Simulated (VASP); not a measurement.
## In5O: single point with PBE

The system is In5O.

```xyz
6
Lattice="3.3275 1.9212 3.7777 -3.3275 1.9212 3.7777 0.0000 -3.8423 3.7777" Properties=species:S:1:pos:R:3 pbc="T T T"
In    1.6638   -0.9606    3.7777
In    0.0000    1.9212    3.7777
In   -1.6638   -0.9606    3.7777
In    0.0000    0.0000    9.9097
In    0.0000    0.0000    1.4235
O     0.0000    0.0000    5.6666
```

The cell was built from a structure type or drawn by symmetry, and may not be a known phase.

```yaml
Program: VASP 6.6.1
Task: single point
Functional: PBE
Potentials_or_basis: VASP PAW PBE potentials, release 64 (In_d, O)
Cutoff: 520 eV
k_mesh: 3 × 3 × 3
Occupations: gaussian, width 0.1 eV
Spin: no spin polarisation
Dipole_correction: no
Further_INCAR_settings: ALGO = Normal; EDIFF = 1e-07; NBANDS = 44
```

```json
{
 "Pressure": "0.0 GPa",
 "Largest force": "0.034 eV/Å",
 "Band gap on the k mesh": "zero (an odd number of electrons rules out a gap without spin polarisation)"
}
```

Forces in eV/Å, atoms in the order of the input:
```
In   0.000  0.000  0.000
In   0.000  0.000  0.000
In   0.000  0.000  0.000
In   0.000  0.000 -0.034
In   0.000  0.000  0.034
O    0.000  0.000  0.000
```

Stress tensor (GPa, compression positive):
```
-0.16  0.00  0.00
 0.00 -0.16  0.00
 0.00  0.00  0.38
```

Levels at points of the mesh, in eV from the Fermi level:
```
           k point  band 31  band 32  band 33  band 34  band 35  band 36  band 37  band 38  band 39  band 40
(0.00, 0.00, 0.00)    -2.79    -2.79    -2.56    -2.43     0.03     0.03     1.50     1.97     2.14     2.14
```

Run time: 45 s on 1 thread of Intel(R) Xeon(R) Platinum 8559C (Emerald Rapids), with other jobs on the host, peak memory 0.24 GiB.

Caveat: the k points lie up to 0.41 Å⁻¹ apart, too coarse for converged energies and pressures of a metal; spin-orbit coupling is left out, which moves the levels of the heavy elements; an odd number of electrons without spin polarisation forces a metal; a magnetic or distorted state may lie lower.
